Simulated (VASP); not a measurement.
# CdTe (Fm-3m) in VASP: notebook, part 2 of 2

VASP 6.6.1.

## 3. Single point, revPBE+D4 (volume scaled by 1.04)

INCAR

```
  PREC = Accurate
  ENCUT = 520
  EDIFF = 1E-7
  ISMEAR = 0
  SIGMA = 0.05
  LREAL = F
  LASPH = T
  NELM = 100
  ALGO = Normal
  ISIF = 2
  LWAVE = F
  LCHARG = F
  GGA = RE
  IVDW = 13
  NBANDS = 16
```

KPOINTS

```
Automatic mesh
0
Gamma
  6 6 6
```

POSCAR

```
CdTe
1.0
    0.0000000000      3.0489936458      3.0489936458
    3.0489936458      0.0000000000      3.0489936458
    3.0489936458      3.0489936458      0.0000000000
Cd Te
1 1
Direct
    0.5000000000      0.5000000000      0.5000000000
    0.0000000000      0.0000000000      0.0000000000
```

Potentials or basis: VASP PAW PBE potentials, release 64 (Cd, Te).

Started as:

```sh
$ cat potpaw_PBE.64/Cd/POTCAR potpaw_PBE.64/Te/POTCAR > POTCAR
$ mpirun -np 1 vasp_std > vasp.out
```

OUTCAR:

```text
PREC = Accurate
   ENCUT = 520
   EDIFF = 1E-7
   ISMEAR = 0
   LREAL = F
   LASPH = T
   NELM = 100
   ISIF = 2
   GGA = RE
   IVDW = 13

 ion  position               nearest neighbor table
   1  0.500  0.500  0.500-   2 3.05   2 3.05   2 3.05   2 3.05   2 3.05   2 3.05
   2  0.000  0.000  0.000-   1 3.05   1 3.05   1 3.05   1 3.05   1 3.05   1 3.05

  LATTYP: Found a face centered cubic cell.
 ALAT       =     6.0979872916

  Lattice vectors:

 A1 = (   0.0000000000,   3.0489936458,   3.0489936458)
 A2 = (   3.0489936458,   0.0000000000,   3.0489936458)
 A3 = (   3.0489936458,   3.0489936458,   0.0000000000)

Analysis of symmetry for initial positions (statically):
=====================================================================
 Subroutine PRICEL returns:
 Original cell was already a primitive cell.

 Routine SETGRP: Setting up the symmetry group for a
 face centered cubic supercell.

 Subroutine GETGRP returns: Found 48 space group operations
 (whereof 48 operations were pure point group operations)
 out of a pool of 48 trial point group operations.

The static configuration has the point symmetry O_h .

Analysis of symmetry for dynamics (positions and initial velocities):
=====================================================================
 Subroutine PRICEL returns:
 Original cell was already a primitive cell.

 Routine SETGRP: Setting up the symmetry group for a
 face centered cubic supercell.

 Subroutine GETGRP returns: Found 48 space group operations
 (whereof 48 operations were pure point group operations)
 out of a pool of 48 trial point group operations.

The dynamic configuration has the point symmetry O_h .

 Subroutine INISYM returns: Found 48 space group operations
 (whereof 48 operations are pure point group operations),
 and found     1 'primitive' translations

----------------------------------------------------------------------------------------

                                     Primitive cell

  volume of cell :      56.6891

  direct lattice vectors                    reciprocal lattice vectors
     0.000000000  3.048993646  3.048993646    -0.163988535  0.163988535  0.163988535
     3.048993646  0.000000000  3.048993646     0.163988535 -0.163988535  0.163988535
     3.048993646  3.048993646  0.000000000     0.163988535  0.163988535 -0.163988535

  length of vectors
     4.311928165  4.311928165  4.311928165     0.284036474  0.284036474  0.284036474

  position of ions in fractional coordinates (direct lattice)
     0.500000000  0.500000000  0.500000000
     0.000000000  0.000000000  0.000000000

  ion indices of the primitive-cell ions
   primitive index   ion index
                 1           1
                 2           2

----------------------------------------------------------------------------------------

 KPOINTS: Automatic mesh

Automatic generation of k-mesh.
 Grid dimensions read from file:
 generate k-points for:    6    6    6

 Generating k-lattice:

  Cartesian coordinates                     Fractional coordinates (reciprocal lattice)
    -0.027331422  0.027331422  0.027331422     0.166666667  0.000000000  0.000000000
     0.027331422 -0.027331422  0.027331422     0.000000000  0.166666667  0.000000000
     0.027331422  0.027331422 -0.027331422     0.000000000  0.000000000  0.166666667

  Length of vectors
     0.047339412  0.047339412  0.047339412

  Shift w.r.t. Gamma in fractional coordinates (k-lattice)
     0.000000000  0.000000000  0.000000000

 Subroutine IBZKPT returns following result:
 ===========================================

 Found     16 irreducible k-points:

 Following reciprocal coordinates:
            Coordinates               Weight
  0.000000  0.000000  0.000000      1.000000
  0.166667  0.000000  0.000000      8.000000
  0.333333  0.000000  0.000000      8.000000
  0.500000  0.000000  0.000000      4.000000
  0.166667  0.166667  0.000000      6.000000
  0.333333  0.166667  0.000000     24.000000
[... 8 lines left out ...]
 -0.333333  0.333333  0.166667     24.000000
 -0.333333  0.500000  0.166667     12.000000
   k-points           NKPTS =     16   k-points in BZ     NKDIM =     16   number of bands    NBANDS=     16
   number of dos      NEDOS =    301   number of ions     NIONS =      2
   total plane-waves  NPLWV =  32768
   dimension x,y,z NGX =    32 NGY =   32 NGZ =   32
   dimension x,y,z NGXF=    64 NGYF=   64 NGZF=   64
   ions per type =               1   1
   NGX,Y,Z   is equivalent  to a cutoff of  12.34, 12.34, 12.34 a.u.
   NGXF,Y,Z  is equivalent  to a cutoff of  24.68, 24.68, 24.68 a.u.
 SYSTEM =  unknown system
   PREC   = accura    normal or accurate (medium, high low for compatibility)
   ISTART =      0    job   : 0-new  1-cont  2-samecut
   ICHARG =      2    charge: 1-file 2-atom 10-const
   ISPIN  =      1    spin polarized calculation?
   LNONCOLLINEAR =      F non collinear calculations
   LSORBIT =      F    spin-orbit coupling
   LASPH  =      T    aspherical Exc in radial PAW
   ENCUT  =  520.0 eV  38.22 Ry    6.18 a.u.   8.02  8.02  8.02*2*pi/ulx,y,z
   NELM   =    100;   NELMIN=  2; NELMDL= -5     # of ELM steps
   EDIFF  = 0.1E-06   stopping-criterion for ELM
   LREAL  =      F    real-space projection
   EDIFFG = 0.1E-05   stopping-criterion for IOM
   NSW    =      0    number of steps for IOM
   IBRION =     -1    ionic relax: 0-MD 1-quasi-New 2-CG
   NFREE  =      0    steps in history (QN), initial steepest desc. (CG)
   ISIF   =      2    stress and relaxation
   ISYM   =      2    0-nonsym 1-usesym 2-fastsym
   POTIM  = 0.5000    time-step for ionic-motion
   TEBEG  =    0.0;   TEEND  =   0.0 temperature during run
   PSTRESS=    0.0 pullay stress
   NELECT =      18.0000    total number of electrons
   NUPDOWN=      -1.0000    fix difference up-down
   EMIN   =  10.00;   EMAX   =-10.00  energy-range for DOS
   EFERMI =   0.00;   METHOD = LEGACY
   ISMEAR =     0;   SIGMA  =   0.05  broadening in eV -4-tet -1-fermi 0-gaus
   EFERMI_NEDOS =   21; number of points for ismear=-14 and -15
   IALGO  =     38    algorithm
   IMIX   =      4    mixing-type and parameters
     AMIX     =   0.40;   BMIX     =  1.00
     AMIX_MAG =   1.60;   BMIX_MAG =  1.00
  volume/ion in A,a.u.               =      28.34       191.28
  Fermi-wavevector in a.u.,A,eV,Ry     =   1.116861  2.110561 16.971616  1.247379
  Thomas-Fermi vector in A             =   2.253479
   LORBIT       =      0    0 simple, 1 ext, 2 COOP (PROOUT), +10 PAW based schemes
   GGA     = RE    functional components
   LHFCALC =     F    Hartree Fock is set to
   AEXX    =    0.0000 exact exchange contribution
   IVDW    =    13    specifies the selected vdW correction
   LEPSILON=     F    determine dielectric tensor
   LRPA    =     F    only Hartree local field effects (RPA)
 non-spin polarized calculation
 Gauss-broadening in eV      SIGMA  =   0.05
  energy-cutoff  :      520.00
  volume of cell :       56.69
 maximum number of plane-waves:      1544
   NGX = 17   NGY = 17   NGZ = 17

 number of electron      18.0000004 magnetization

 Free energy of the ion-electron system (eV)
  ---------------------------------------------------
  ext. energy  EPLUGINS =         0.00000000
  ---------------------------------------------------
  free energy    TOTEN  =        -3.79023395 eV

  energy without entropy =       -3.78798569  energy(sigma->0) =       -3.78910982

 E-fermi :   4.1498     XC(G=0):  -9.6386

 val. band max:        4.1419430172   @ k =  -0.1667   0.1667   0.0000
 cond. band min:       4.1657351642   @ k =   0.3333   0.3333   0.0000
 fundamental gap:      0.0237921470
 Fermi energy:         4.1497932053

 k-point     1 :       0.0000    0.0000    0.0000
  band No.  band energies     occupation
      1      -7.5035      2.00000
      2      -4.3078      2.00000
      3      -4.3078      2.00000
      4      -4.2701      2.00000
      5      -4.2701      2.00000
      6      -4.2701      2.00000
[... 8 lines left out ...]
     15      11.8391      0.00000
     16      11.8391      0.00000
[... 267 lines left out ...]
 k-point    16 :      -0.3333    0.5000    0.1667
  band No.  band energies     occupation
      1      -6.5812      2.00000
      2      -4.3384      2.00000
      3      -4.3004      2.00000
      4      -4.2095      2.00000
      5      -4.1492      2.00000
      6      -3.5781      2.00000
[... 8 lines left out ...]
     15      15.3797      0.00000
     16      17.0981      0.00000

------------------------ aborting loop because EDIFF is reached ----------------------------------------

  DFT-D4 for vdW energy calculation

  Edisp (eV):   -1.43069

  FORCE on cell =-STRESS in cart. coord.  units (eV):
  Direction    XX          YY          ZZ          XY          YZ          ZX
  --------------------------------------------------------------------------------------
  -------------------------------------------------------------------------------------
  Total      -0.62612    -0.62612    -0.62612     0.00000     0.00000     0.00000
  in kB     -17.69566   -17.69566   -17.69566     0.00000     0.00000     0.00000
  external pressure =      -17.70 kB  Pullay stress =        0.00 kB

 VOLUME and BASIS-vectors are now :
 -----------------------------------------------------------------------------
  energy-cutoff  :      520.00
  volume of cell :       56.69
      direct lattice vectors                 reciprocal lattice vectors
     0.000000000  3.048993646  3.048993646    -0.163988535  0.163988535  0.163988535
     3.048993646  0.000000000  3.048993646     0.163988535 -0.163988535  0.163988535
     3.048993646  3.048993646  0.000000000     0.163988535  0.163988535 -0.163988535

 POSITION                                       TOTAL-FORCE (eV/Angst)
 -----------------------------------------------------------------------------------
      3.04899      3.04899      3.04899        -0.000000      0.000000      0.000000
      0.00000      0.00000      0.00000         0.000000      0.000000     -0.000000
 -----------------------------------------------------------------------------------
    total drift:                               -0.000000     -0.000000      0.000000

  FREE ENERGIE OF THE ION-ELECTRON SYSTEM (eV)
  ---------------------------------------------------
  free  energy   TOTEN  =        -5.2209266708 eV

  energy  without entropy=       -5.2186784140  energy(sigma->0) =       -5.21980254
```

OSZICAR:

```text
N       E                     dE             d eps       ncg     rms          rms(c)
DAV:   1     0.969250224658E+02    0.96925E+02   -0.80700E+03   512   0.979E+02
DAV:   2    -0.113827892616E+01   -0.98063E+02   -0.93154E+02   624   0.240E+02
DAV:   3    -0.404642370009E+01   -0.29081E+01   -0.29051E+01   640   0.419E+01
DAV:   4    -0.405924917511E+01   -0.12825E-01   -0.12825E-01   592   0.283E+00
DAV:   5    -0.405941723237E+01   -0.16806E-03   -0.16806E-03   664   0.320E-01    0.559E+00
DAV:   6    -0.380972892502E+01    0.24969E+00   -0.38078E-01   592   0.700E+00    0.462E+00
DAV:   7    -0.378910381587E+01    0.20625E-01   -0.10943E-01   560   0.229E+00    0.172E+00
DAV:   8    -0.379008507637E+01   -0.98126E-03   -0.13452E-02   576   0.135E+00    0.473E-01
DAV:   9    -0.379036855609E+01   -0.28348E-03   -0.21920E-03   600   0.539E-01    0.109E-01
DAV:  10    -0.379021517097E+01    0.15339E-03   -0.39602E-04   576   0.235E-01    0.479E-02
DAV:  11    -0.379022519287E+01   -0.10022E-04   -0.37561E-05   656   0.407E-02    0.277E-02
DAV:  12    -0.379024777928E+01   -0.22586E-04   -0.68788E-05   528   0.548E-02    0.231E-02
DAV:  13    -0.379023383566E+01    0.13944E-04   -0.22434E-05   552   0.372E-02    0.370E-03
DAV:  14    -0.379023401477E+01   -0.17911E-06   -0.15228E-06   632   0.763E-03    0.119E-03
DAV:  15    -0.379023394918E+01    0.65589E-07   -0.45648E-08   464   0.141E-03
   1 F= -.52209267E+01 E0= -.52198025E+01  d E =-.224826E-02
```

Wall time 15 s (1 thread of Intel Xeon Platinum 8259CL at 2.50GHz (Skylake/Cascade Lake), shared host); peak memory 0.18 GiB.

What came out:

```
Free energy                : -5.2209 eV
Pressure                   : -1.8 GPa
Band gap on the k mesh     : zero (band 9 reaches 4.14 eV, above the bottom of band 10 at 2.83 eV)
Dispersion energy per atom : -0.715 eV
```

Caveat: the cell differs from its parent crystal (volume scaled by 1.04); the PAW data sets were made with another functional, which shifts forces and pressure a little; spin-orbit coupling is left out, which moves the levels of the heavy elements; pairwise dispersion overbinds metals, which lowers pressure and volume.

## 4. Single point, revPBE

This run uses another cell than the first one, of 29.66 Å³/atom, 1.067 times its volume.

INCAR

```
  PREC = Accurate
  ENCUT = 520
  EDIFF = 1E-6
  ISMEAR = 0
  SIGMA = 0.05
  LREAL = F
  LASPH = T
  NELM = 60
  ALGO = Normal
  ISIF = 2
  LWAVE = F
  LCHARG = F
  GGA = RE
  NBANDS = 16
```

KPOINTS is that of step 3.

POSCAR

```
CdTe
1.0
    0.0000000000      3.0955987840      3.0955987840
    3.0955987840      0.0000000000      3.0955987840
    3.0955987840      3.0955987840      0.0000000000
Cd Te
1 1
Direct
    0.5000000000      0.5000000000      0.5000000000
    0.0000000000      0.0000000000      0.0000000000
```

Started as:

```sh
$ cat potpaw_PBE.64/Cd/POTCAR potpaw_PBE.64/Te/POTCAR > POTCAR
$ mpirun -np 1 vasp_std > vasp.out
```

Wall time 19 s (1 thread of Intel Xeon Platinum 8259CL at 2.50GHz (Skylake/Cascade Lake), shared host); peak memory 0.2 GiB.

The run converged. Its results:

```
Free energy            : -3.8099 eV
Pressure               : 0.2 GPa
Band gap on the k mesh : zero (band 9 reaches 3.69 eV, above the bottom of band 10 at 2.40 eV)
```

Levels at points of the mesh, in eV from the Fermi level:
| k point | band 5 | band 6 | band 7 | band 8 | band 9 | band 10 | band 11 | band 12 | band 13 | band 14 |
| --- | --- | --- | --- | --- | --- | --- | --- | --- | --- | --- |
| (0.00, 0.00, 0.00) | -8.34 | -8.34 | -0.48 | -0.48 | -0.48 | 0.13 | 7.01 | 7.01 | 7.01 | 7.55 |
| (0.50, 0.00, 0.00) | -8.27 | -8.27 | -4.99 | -0.12 | -0.12 | 2.72 | 3.96 | 3.96 | 4.48 | 9.98 |
| (0.50, 0.50, 0.00) | -8.24 | -7.63 | -3.90 | -1.98 | -1.98 | -1.30 | 4.29 | 8.88 | 8.88 | 9.50 |

Caveat: the PAW data sets were made with another functional, which shifts forces and pressure a little; spin-orbit coupling is left out, which moves the levels of the heavy elements.

## 5. Single point, revPBE (volume scaled by 0.98)

INCAR

```
ALGO = Normal ; EDIFF = 1E-7
ENCUT = 520 ; GGA = RE
ISIF = 2 ; ISMEAR = 0
LASPH = T ; LCHARG = F
LREAL = F ; LWAVE = F
NBANDS = 16 ; NELM = 60
PREC = Accurate ; SIGMA = 0.05
```

KPOINTS

```
k-points
0
Gamma
  6 6 6
```

POSCAR

```
CdTe
1.0
    0.0000000000      3.0748223272      3.0748223272
    3.0748223272      0.0000000000      3.0748223272
    3.0748223272      3.0748223272      0.0000000000
Cd Te
1 1
Direct
    0.5000000000      0.5000000000      0.5000000000
    0.0000000000      0.0000000000      0.0000000000
```

Started as:

```sh
$ cat potpaw_PBE.64/Cd/POTCAR potpaw_PBE.64/Te/POTCAR > POTCAR
$ mpirun -np 1 vasp_std > vasp.out
```

Run time: 16 s. Hardware: 1 thread of Intel Xeon Platinum 8259CL at 2.50GHz (Skylake/Cascade Lake), shared host; peak memory 0.18 GiB.

It converged, with:

* Free energy: -3.8054 eV
* Pressure: 1.1 GPa
* Band gap on the k mesh: zero (band 9 reaches 3.89 eV, above the bottom of band 10 at 2.59 eV)

Levels at points of the mesh, in eV from the Fermi level:
```tsv
k point	band 6	band 7	band 8	band 9	band 10	band 11	band 12	band 13
(0.00, 0.00, 0.00)	-8.38	-0.50	-0.50	-0.50	0.22	7.02	7.02	7.02
(0.50, 0.00, 0.00)	-8.30	-5.09	-0.11	-0.11	2.71	3.95	3.95	4.59
(0.50, 0.50, 0.00)	-7.62	-4.02	-2.05	-2.05	-1.31	4.25	9.00	9.00
```

Caveat: the cell differs from its parent crystal (volume scaled by 0.98); the PAW data sets were made with another functional, which shifts forces and pressure a little; spin-orbit coupling is left out, which moves the levels of the heavy elements.

## 6. Single point, revPBE (volume scaled by 0.96)

INCAR

```
SYSTEM = CdTe
ALGO = Normal
EDIFF = 1E-6
ENCUT = 520
GGA = RE
ISIF = 2
ISMEAR = 0
LASPH = .True.
LCHARG = .False.
LREAL = .False.
LWAVE = .False.
NBANDS = 16
NELM = 80
PREC = Accurate
SIGMA = 0.05
```

KPOINTS

```
k-points
0
Gamma
  6 6 6
  0 0 0
```

POSCAR

```
CdTe
1.0
    0.0000000000      3.0537612394      3.0537612394
    3.0537612394      0.0000000000      3.0537612394
    3.0537612394      3.0537612394      0.0000000000
Cd Te
1 1
Direct
    0.5000000000      0.5000000000      0.5000000000
    0.0000000000      0.0000000000      0.0000000000
```

Potentials or basis: VASP PAW PBE potentials, release 64 (Cd, Te).

Started as:

```sh
$ cat potpaw_PBE.64/Cd/POTCAR potpaw_PBE.64/Te/POTCAR > POTCAR
$ mpirun -np 1 vasp_std > vasp.out
```

Wall time 14 s (1 thread of Intel Xeon Platinum 8259CL at 2.50GHz (Skylake/Cascade Lake), shared host); peak memory 0.17 GiB.

Results (log left out):

```
Free energy            : -3.7939 eV
Pressure               : 2.1 GPa
Band gap on the k mesh : zero (band 9 reaches 4.09 eV, above the bottom of band 10 at 2.78 eV)
```

Levels at points of the mesh, in eV from the Fermi level:
| k point | band 6 | band 7 | band 8 | band 9 | band 10 | band 11 | band 12 | band 13 |
| --- | --- | --- | --- | --- | --- | --- | --- | --- |
| (0.00, 0.00, 0.00) | -8.41 | -0.52 | -0.52 | -0.52 | 0.31 | 7.02 | 7.02 | 7.02 |
| (0.50, 0.00, 0.00) | -8.33 | -5.21 | -0.11 | -0.11 | 2.70 | 3.94 | 3.94 | 4.70 |
| (0.50, 0.50, 0.00) | -7.61 | -4.14 | -2.12 | -2.12 | -1.32 | 4.21 | 9.13 | 9.13 |

Caveat: the cell differs from its parent crystal (volume scaled by 0.96); the PAW data sets were made with another functional, which shifts forces and pressure a little; spin-orbit coupling is left out, which moves the levels of the heavy elements.

## 7. The runs side by side

```tsv
level	cell	gap on the mesh (eV)	pressure (GPa)
revPBE+D4	a = 4.284 Å, angles 60.0°, 2 atoms	none	-0.8
revPBE+D4	a = 4.312 Å, angles 60.0°, 2 atoms	none	-1.8
revPBE	a = 4.378 Å, angles 60.0°, 2 atoms	none	0.2
revPBE	a = 4.348 Å, angles 60.0°, 2 atoms	none	1.1
revPBE	a = 4.319 Å, angles 60.0°, 2 atoms	none	2.1
```

Alike in all rows: task single point; potentials or basis VASP PAW PBE potentials, release 64 (Cd, Te); no spin polarisation; k mesh 6 × 6 × 6; cutoff (eV) 520; smearing gaussian 0.05 eV.

Caveats: the PAW data sets were made with another functional, which shifts forces and pressure a little; spin-orbit coupling is left out, which moves the levels of the heavy elements; pairwise dispersion overbinds metals, which lowers pressure and volume (some runs).

Absolute energies hang on the potentials; compare differences alone.
